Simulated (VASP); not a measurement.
# CdSe (I-4m2) in VASP: notebook

Runs on CdSe. Level: PBE. Tasks: relaxation of shape and atoms at fixed volume.

Everything below comes from runs of VASP 6.6.1. Logs are shortened: lines on timing, memory, paths and dates and some standing lists are left out, and cuts for length are marked.

### Step 1. The cell of the first run

The typed cell holds 2 atoms: a = 4.466 Å, b = 4.466 Å, c = 4.466 Å, α = 119.96°, β = 119.96°, γ = 90.06°.

### Step 2. Relaxation of shape and atoms at fixed volume, PBE (31.50 Å³/atom)

INCAR reads:

```
SYSTEM = CdSe
PREC = Accurate ; ENCUT = 600
EDIFF = 1E-7 ; ISMEAR = 0
SIGMA = 0.02 ; LREAL = .FALSE.
LASPH = .TRUE. ; NELM = 100
ALGO = Normal ; ISIF = 4
LWAVE = .FALSE. ; LCHARG = .FALSE.
GGA = PE ; IBRION = 2
NSW = 50 ; EDIFFG = -0.01
```

KPOINTS reads:

```
regular mesh
0
G
  12 12 12
  0 0 0
```

POSCAR reads:

```
CdSe
1.0
   -2.2339636926      2.2339636926      3.1558939518
    2.2339636926     -2.2339636926      3.1558939518
    2.2339636926      2.2339636926     -3.1558939518
Cd Se
1 1
Direct
    0.0000000000      0.0000000000      0.0000000000
    0.2500000000      0.7500000000      0.5000000000
```

Potentials or basis: VASP PAW PBE potentials, release 64 (Cd, Se).

On the command line:

```sh
$ cat potpaw_PBE.64/Cd/POTCAR potpaw_PBE.64/Se/POTCAR > POTCAR
$ mpirun -np 1 vasp_std > vasp.out
```

OUTCAR:

```text
SYSTEM = CdSe
   PREC = Accurate
   ENCUT = 600
   EDIFF = 1E-7
   ISMEAR = 0
   LREAL = .FALSE.
   LASPH = .TRUE.
   NELM = 100
   ISIF = 4
   GGA = PE
   IBRION = 2
   NSW = 50
   EDIFFG = -0.01

 ion  position               nearest neighbor table
   1  0.000  0.000  0.000-   2 2.74   2 2.74   2 2.74   2 2.74
   2  0.250  0.750  0.500-   1 2.74   1 2.74   1 2.74   1 2.74

  LATTYP: Found a body centered tetragonal cell.
 ALAT       =     4.4679273852
 C/A-ratio  =     1.4126881123

  Lattice vectors:

 A1 = (  -2.2339636926,   2.2339636926,   3.1558939518)
 A2 = (   2.2339636926,  -2.2339636926,   3.1558939518)
 A3 = (   2.2339636926,   2.2339636926,  -3.1558939518)

Analysis of symmetry for initial positions (statically):
=====================================================================
 Subroutine PRICEL returns:
 Original cell was already a primitive cell.

 Routine SETGRP: Setting up the symmetry group for a
 body centered tetragonal supercell.

 Subroutine GETGRP returns: Found  8 space group operations
 (whereof  8 operations were pure point group operations)
 out of a pool of 16 trial point group operations.

The static configuration has the point symmetry D_2d.

Analysis of symmetry for dynamics (positions and initial velocities):
=====================================================================
 Subroutine PRICEL returns:
 Original cell was already a primitive cell.

 Routine SETGRP: Setting up the symmetry group for a
 body centered tetragonal supercell.

 Subroutine GETGRP returns: Found  8 space group operations
 (whereof  8 operations were pure point group operations)
 out of a pool of 16 trial point group operations.

The dynamic configuration has the point symmetry D_2d.

 Subroutine INISYM returns: Found  8 space group operations
 (whereof  8 operations are pure point group operations),
 and found     1 'primitive' translations

----------------------------------------------------------------------------------------

                                     Primitive cell

  volume of cell :      62.9991

  direct lattice vectors                    reciprocal lattice vectors
    -2.233963693  2.233963693  3.155893952     0.000000000  0.223817424  0.158433714
     2.233963693 -2.233963693  3.155893952     0.223817424  0.000000000  0.158433714
     2.233963693  2.233963693 -3.155893952     0.223817424  0.223817424  0.000000000

  length of vectors
     4.465518357  4.465518357  4.465518357     0.274217945  0.274217945  0.316525637

  position of ions in fractional coordinates (direct lattice)
     0.000000000  0.000000000  0.000000000
     0.250000000  0.750000000  0.500000000

  ion indices of the primitive-cell ions
   primitive index   ion index
                 1           1
                 2           2

----------------------------------------------------------------------------------------

 KPOINTS: regular mesh

Automatic generation of k-mesh.
 Grid dimensions read from file:
 generate k-points for:   12   12   12

 Generating k-lattice:

  Cartesian coordinates                     Fractional coordinates (reciprocal lattice)
     0.000000000  0.018651452  0.013202810     0.083333333  0.000000000 -0.000000000
     0.018651452  0.000000000  0.013202810     0.000000000  0.083333333 -0.000000000
     0.018651452  0.018651452  0.000000000     0.000000000  0.000000000  0.083333333

  Length of vectors
     0.022851495  0.022851495  0.026377136

  Shift w.r.t. Gamma in fractional coordinates (k-lattice)
     0.000000000  0.000000000  0.000000000

 Subroutine IBZKPT returns following result:
 ===========================================

 Found    163 irreducible k-points:

 Following reciprocal coordinates:
            Coordinates               Weight
  0.000000  0.000000  0.000000      1.000000
  0.083333  0.000000 -0.000000      8.000000
  0.166667  0.000000  0.000000      8.000000
  0.250000  0.000000  0.000000      8.000000
  0.333333  0.000000 -0.000000      8.000000
  0.416667  0.000000 -0.000000      8.000000
[... 16 lines left out ...]
  0.500000  0.166667  0.000000     16.000000
 -0.416667  0.166667  0.000000     16.000000
 [... further k-points ...]
   k-points           NKPTS =    163   k-points in BZ     NKDIM =    163   number of bands    NBANDS=     13
   number of dos      NEDOS =    301   number of ions     NIONS =      2
   total plane-waves  NPLWV =  46656
   dimension x,y,z NGX =    36 NGY =   36 NGZ =   36
   dimension x,y,z NGXF=    72 NGYF=   72 NGZF=   72
   ions per type =               1   1
   NGX,Y,Z   is equivalent  to a cutoff of  13.40, 13.40, 13.40 a.u.
   NGXF,Y,Z  is equivalent  to a cutoff of  26.80, 26.80, 26.80 a.u.
 SYSTEM =  CdSe
   PREC   = accura    normal or accurate (medium, high low for compatibility)
   ISTART =      0    job   : 0-new  1-cont  2-samecut
   ICHARG =      2    charge: 1-file 2-atom 10-const
   ISPIN  =      1    spin polarized calculation?
   LNONCOLLINEAR =      F non collinear calculations
   LSORBIT =      F    spin-orbit coupling
   LASPH  =      T    aspherical Exc in radial PAW
   ENCUT  =  600.0 eV  44.10 Ry    6.64 a.u.   8.92  8.92  8.92*2*pi/ulx,y,z
   NELM   =    100;   NELMIN=  2; NELMDL= -5     # of ELM steps
   EDIFF  = 0.1E-06   stopping-criterion for ELM
   LREAL  =      F    real-space projection
   EDIFFG = -.1E-01   stopping-criterion for IOM
   NSW    =     50    number of steps for IOM
   IBRION =      2    ionic relax: 0-MD 1-quasi-New 2-CG
   NFREE  =      1    steps in history (QN), initial steepest desc. (CG)
   ISIF   =      4    stress and relaxation
   ISYM   =      2    0-nonsym 1-usesym 2-fastsym
   POTIM  = 0.5000    time-step for ionic-motion
   TEBEG  =    0.0;   TEEND  =   0.0 temperature during run
   PSTRESS=    0.0 pullay stress
   NELECT =      18.0000    total number of electrons
   NUPDOWN=      -1.0000    fix difference up-down
   EMIN   =  10.00;   EMAX   =-10.00  energy-range for DOS
   EFERMI =   0.00;   METHOD = LEGACY
   ISMEAR =     0;   SIGMA  =   0.02  broadening in eV -4-tet -1-fermi 0-gaus
   EFERMI_NEDOS =   21; number of points for ismear=-14 and -15
   IALGO  =     38    algorithm
   IMIX   =      4    mixing-type and parameters
     AMIX     =   0.40;   BMIX     =  1.00
     AMIX_MAG =   1.60;   BMIX_MAG =  1.00
  volume/ion in A,a.u.               =      31.50       212.57
  Fermi-wavevector in a.u.,A,eV,Ry     =   1.078253  2.037603 15.818544  1.162630
  Thomas-Fermi vector in A             =   2.214187
   LORBIT       =      0    0 simple, 1 ext, 2 COOP (PROOUT), +10 PAW based schemes
   GGA     = PE    functional components
   LHFCALC =     F    Hartree Fock is set to
   AEXX    =    0.0000 exact exchange contribution
   IVDW    =     0    specifies the selected vdW correction
   LEPSILON=     F    determine dielectric tensor
   LRPA    =     F    only Hartree local field effects (RPA)
 conjugate gradient relaxation of ions
 non-spin polarized calculation
 Gauss-broadening in eV      SIGMA  =   0.02
  energy-cutoff  :      600.00
  volume of cell :       63.00
 maximum number of plane-waves:      2128
   NGX = 17   NGY = 17   NGZ = 17

 number of electron      18.0000005 magnetization

 Free energy of the ion-electron system (eV)
  ---------------------------------------------------
  ext. energy  EPLUGINS =         0.00000000
  ---------------------------------------------------
  free energy    TOTEN  =        -5.47835987 eV

  energy without entropy =       -5.47835987  energy(sigma->0) =       -5.47835987

 E-fermi :   0.2233     XC(G=0):  -8.3809

 val. band max:        0.1093090456   @ k =   0.0000   0.0000   0.0000
 cond. band min:       0.4812145543   @ k =   0.0000   0.0000   0.0000
 fundamental gap:      0.3719055087
 Fermi energy:         0.2233465531

 k-point     1 :       0.0000    0.0000    0.0000
  band No.  band energies     occupation
      1     -11.9166      2.00000
      2      -7.5136      2.00000
      3      -7.5136      2.00000
      4      -7.5132      2.00000
      5      -7.2479      2.00000
      6      -7.2478      2.00000
      7       0.1063      2.00000
      8       0.1063      2.00000
      9       0.1093      2.00000
     10       0.4812      0.00000
     11       6.0154      0.00000
     12       6.0159      0.00000
     13       6.0159      0.00000

 k-point     2 :       0.0833    0.0000   -0.0000
  band No.  band energies     occupation
      1     -11.8980      2.00000
      2      -7.5079      2.00000
      3      -7.5076      2.00000
      4      -7.4954      2.00000
      5      -7.2482      2.00000
      6      -7.2482      2.00000
      7      -0.5969      2.00000
      8       0.0600      2.00000
      9       0.0622      2.00000
     10       1.1245      0.00000
     11       5.8765      0.00000
     12       6.0986      0.00000
     13       6.0987      0.00000

 k-point     3 :       0.1667    0.0000    0.0000
  band No.  band energies     occupation
      1     -11.8470      2.00000
      2      -7.4929      2.00000
      3      -7.4926      2.00000
      4      -7.4389      2.00000
      5      -7.2483      2.00000
      6      -7.2482      2.00000
      7      -1.4620      2.00000
      8      -0.0611      2.00000
      9      -0.0585      2.00000
     10       1.7766      0.00000
     11       5.7233      0.00000
     12       6.2945      0.00000
     13       6.2954      0.00000
[... 305 lines left out ...]
 k-point    23 :       0.5000    0.1667    0.0000
  band No.  band energies     occupation
      1     -11.6140      2.00000
      2      -7.4307      2.00000
      3      -7.4152      2.00000
      4      -7.2607      2.00000
      5      -7.2280      2.00000
      6      -7.0141      2.00000
      7      -3.4776      2.00000
      8      -1.1849      2.00000
      9      -0.7444      2.00000
     10       3.2245      0.00000
     11       5.6811      0.00000
     12       7.0415      0.00000
     13       7.1245      0.00000

 k-point    24 :      -0.4167    0.1667    0.0000
  band No.  band energies     occupation
      1     -11.6500      2.00000
      2      -7.4359      2.00000
      3      -7.4191      2.00000
      4      -7.2788      2.00000
      5      -7.2258      2.00000
      6      -7.1130      2.00000
      7      -3.1450      2.00000
      8      -0.9873      2.00000
      9      -0.7474      2.00000
     10       3.1927      0.00000
     11       5.3920      0.00000
     12       6.7481      0.00000
     13       7.2279      0.00000

 [... further k-points ...]

------------------------ aborting loop because EDIFF is reached ----------------------------------------

  FORCE on cell =-STRESS in cart. coord.  units (eV):
  Direction    XX          YY          ZZ          XY          YZ          ZX
  --------------------------------------------------------------------------------------
  -------------------------------------------------------------------------------------
  Total       -0.8301267     -0.8301267     -0.8219782      0.0000000     -0.0000000      0.0000000
  in kB      -21.1115602    -21.1115602    -20.9043318      0.0000000     -0.0000000      0.0000000
  external PRESSURE =     -21.0424841 kB  Pullay stress =       0.0000000 kB

 VOLUME and BASIS-vectors are now :
 -----------------------------------------------------------------------------
  energy-cutoff  :      600.00
  volume of cell :       63.00
      direct lattice vectors                 reciprocal lattice vectors
    -2.233963693  2.233963693  3.155893952     0.000000000  0.223817424  0.158433714
     2.233963693 -2.233963693  3.155893952     0.223817424  0.000000000  0.158433714
     2.233963693  2.233963693 -3.155893952     0.223817424  0.223817424  0.000000000

 POSITION                                       TOTAL-FORCE (eV/Angst)
 -----------------------------------------------------------------------------------
      0.00000      0.00000      0.00000        -0.000000      0.000000     -0.000000
      2.23396     -0.00000      1.57795         0.000000     -0.000000      0.000000
 -----------------------------------------------------------------------------------
    total drift:                                0.000000     -0.000000     -0.000000

  FREE ENERGIE OF THE ION-ELECTRON SYSTEM (eV)
  ---------------------------------------------------
  free  energy   TOTEN  =        -5.4783598706 eV

  energy  without entropy=       -5.4783598706  energy(sigma->0) =       -5.47835987

 reached required accuracy - stopping structural energy minimisation
```

Wall time 4 min (1 thread of AMD EPYC 7R13, shared host); peak memory 0.32 GiB.

Results:

* Free energy: -5.4784 eV
* Pressure after relaxing: -2.1 GPa
* Band gap on the k mesh: 0.37 eV

Final structure:
```cif
data_structure
_symmetry_space_group_name_H-M 'P 1'
_symmetry_Int_Tables_number 1
_cell_length_a 4.4655
_cell_length_b 4.4655
_cell_length_c 4.4655
_cell_angle_alpha 119.964
_cell_angle_beta 119.964
_cell_angle_gamma 90.062
_cell_volume 63.00
loop_
_atom_site_label
_atom_site_type_symbol
_atom_site_fract_x
_atom_site_fract_y
_atom_site_fract_z
_atom_site_occupancy
Cd1 Cd 0.00000 0.00000 0.00000 1
Se1 Se 0.25000 0.75000 0.50000 1
```

Caveat: semilocal functionals underestimate gaps, and a narrow one can read as zero.

### Step 3. Relaxation of shape and atoms at fixed volume, PBE (32.69 Å³/atom)

This run uses another cell than the first one, of 32.69 Å³/atom.

INCAR reads:

```
  PREC = Accurate
  ENCUT = 600
  EDIFF = 1E-7
  ISMEAR = 0
  SIGMA = 0.02
  LREAL = False
  LASPH = True
  NELM = 80
  ALGO = Normal
  ISIF = 4
  LWAVE = False
  LCHARG = False
  GGA = PE
  IBRION = 2
  NSW = 50
  EDIFFG = -0.01
```

KPOINTS reads:

```
Automatic mesh
0
Gamma
  12 12 12
```

POSCAR reads:

```
CdSe
1.0
   -2.2617176322      2.2617176322      3.1951016124
    2.2617176322     -2.2617176322      3.1951016124
    2.2617176322      2.2617176322     -3.1951016124
Cd Se
1 1
Direct
    0.0000000000      0.0000000000      0.0000000000
    0.2500000000      0.7500000000      0.5000000000
```

Potentials or basis: VASP PAW PBE potentials, release 64 (Cd, Se).

On the command line:

```sh
$ cat potpaw_PBE.64/Cd/POTCAR potpaw_PBE.64/Se/POTCAR > POTCAR
$ mpirun -np 1 vasp_std > vasp.out
```

OUTCAR:

```text
PREC = Accurate
   ENCUT = 600
   EDIFF = 1E-7
   ISMEAR = 0
   LREAL = False
   LASPH = True
   NELM = 80
   ISIF = 4
   GGA = PE
   IBRION = 2
   NSW = 50
   EDIFFG = -0.01

 ion  position               nearest neighbor table
   1  0.000  0.000  0.000-   2 2.77   2 2.77   2 2.77   2 2.77
   2  0.250  0.750  0.500-   1 2.77   1 2.77   1 2.77   1 2.77

  LATTYP: Found a body centered tetragonal cell.
 ALAT       =     4.5234352644
 C/A-ratio  =     1.4126881123

  Lattice vectors:

 A1 = (  -2.2617176322,   2.2617176322,   3.1951016124)
 A2 = (   2.2617176322,  -2.2617176322,   3.1951016124)
 A3 = (   2.2617176322,   2.2617176322,  -3.1951016124)

Analysis of symmetry for initial positions (statically):
=====================================================================
 Subroutine PRICEL returns:
 Original cell was already a primitive cell.

 Routine SETGRP: Setting up the symmetry group for a
 body centered tetragonal supercell.

 Subroutine GETGRP returns: Found  8 space group operations
 (whereof  8 operations were pure point group operations)
[... 179 lines left out ...]
      6      -7.4486      2.00000
      7      -0.1384      2.00000
      8      -0.1384      2.00000
      9      -0.1354      2.00000
     10       0.1603      0.00000
     11       5.7509      0.00000
     12       5.7516      0.00000
     13       5.7516      0.00000
[... 354 lines left out ...]
  band No.  band energies     occupation
      1     -11.7611      2.00000
      2      -7.6149      2.00000
      3      -7.6003      2.00000
      4      -7.4744      2.00000
      5      -7.4289      2.00000
      6      -7.3230      2.00000
      7      -3.2568      2.00000
      8      -1.1627      2.00000
      9      -0.9324      2.00000
     10       2.8501      0.00000
     11       5.1105      0.00000
     12       6.4531      0.00000
     13       6.9166      0.00000

 [... further k-points ...]

------------------------ aborting loop because EDIFF is reached ----------------------------------------

  FORCE on cell =-STRESS in cart. coord.  units (eV):
  Direction    XX          YY          ZZ          XY          YZ          ZX
  --------------------------------------------------------------------------------------
  -------------------------------------------------------------------------------------
  Total       -1.3384656     -1.3384656     -1.3295972      0.0000000      0.0000000      0.0000000
  in kB      -32.8016996    -32.8016996    -32.5843633      0.0000000      0.0000000      0.0000000
  external PRESSURE =     -32.7292542 kB  Pullay stress =       0.0000000 kB

 VOLUME and BASIS-vectors are now :
 -----------------------------------------------------------------------------
  energy-cutoff  :      600.00
  volume of cell :       65.38
      direct lattice vectors                 reciprocal lattice vectors
    -2.261717632  2.261717632  3.195101612     0.000000000  0.221070921  0.156489546
     2.261717632 -2.261717632  3.195101612     0.221070921  0.000000000  0.156489546
     2.261717632  2.261717632 -3.195101612     0.221070921  0.221070921  0.000000000

 POSITION                                       TOTAL-FORCE (eV/Angst)
 -----------------------------------------------------------------------------------
      0.00000      0.00000      0.00000        -0.000000     -0.000000      0.000000
      2.26172      0.00000      1.59755         0.000000      0.000000     -0.000000
 -----------------------------------------------------------------------------------
    total drift:                                0.000000     -0.000000     -0.000000

  FREE ENERGIE OF THE ION-ELECTRON SYSTEM (eV)
  ---------------------------------------------------
  free  energy   TOTEN  =        -5.4387471560 eV

  energy  without entropy=       -5.4387471560  energy(sigma->0) =       -5.43874716

 reached required accuracy - stopping structural energy minimisation
```

OSZICAR:

```text
N       E                     dE             d eps       ncg     rms          rms(c)
DAV:   1     0.115973948746E+03    0.11597E+03   -0.93834E+03  4270   0.136E+03
DAV:   2    -0.257362794442E+00   -0.11623E+03   -0.11095E+03  4818   0.298E+02
DAV:   3    -0.581324630344E+01   -0.55559E+01   -0.55326E+01  4988   0.661E+01
DAV:   4    -0.584825797070E+01   -0.35012E-01   -0.35004E-01  4678   0.526E+00
DAV:   5    -0.584848819353E+01   -0.23022E-03   -0.23022E-03  5008   0.393E-01    0.459E+00
DAV:   6    -0.545543348258E+01    0.39305E+00   -0.75391E-01  5223   0.999E+00    0.380E+00
DAV:   7    -0.543773281619E+01    0.17701E-01   -0.13971E-01  4683   0.279E+00    0.177E+00
DAV:   8    -0.543836901695E+01   -0.63620E-03   -0.11100E-02  4503   0.149E+00    0.209E-01
DAV:   9    -0.543860200407E+01   -0.23299E-03   -0.17841E-03  5078   0.539E-01    0.528E-02
DAV:  10    -0.543869383257E+01   -0.91828E-04   -0.20507E-04  4413   0.191E-01    0.474E-02
DAV:  11    -0.543874735504E+01   -0.53522E-04   -0.93300E-05  4298   0.707E-02    0.164E-02
DAV:  12    -0.543874622200E+01    0.11330E-05   -0.36591E-06  4893   0.219E-02    0.565E-03
DAV:  13    -0.543874710248E+01   -0.88048E-06   -0.26324E-06  4298   0.940E-03    0.378E-03
DAV:  14    -0.543874715596E+01   -0.53483E-07   -0.33862E-08  3789   0.167E-03
   1 F= -.54387472E+01 E0= -.54387472E+01  d E =-.543875E+01
```

CONTCAR:

```text
CdSe
   1.00000000000000
    -2.2617176321999999    2.2617176321999999    3.1951016123999998
     2.2617176321999999   -2.2617176321999999    3.1951016123999998
     2.2617176321999999    2.2617176321999999   -3.1951016123999998
  Cd              Se
     1     1
Direct
     0.0000000000000000    0.0000000000000000    0.0000000000000000
     0.2500000000000000    0.7500000000000000    0.5000000000000000

  0.00000000E+00  0.00000000E+00  0.00000000E+00
  0.00000000E+00  0.00000000E+00  0.00000000E+00
```

Wall time 5 min (1 thread of AMD EPYC 7R13, shared host); peak memory 0.32 GiB.

Results:

| Quantity | Value |
| --- | --- |
| Free energy | -5.4387 eV |
| Pressure after relaxing | -3.3 GPa |
| Band gap on the k mesh | 0.30 eV |

Final structure:
```
Cd Se
1.0
    -2.26172    2.26172    3.19510
     2.26172   -2.26172    3.19510
     2.26172    2.26172   -3.19510
Cd Se
1 1
Direct
  0.00000 0.00000 0.00000
  0.25000 0.75000 0.50000
```

Caveat: semilocal functionals underestimate gaps, and a narrow one can read as zero.
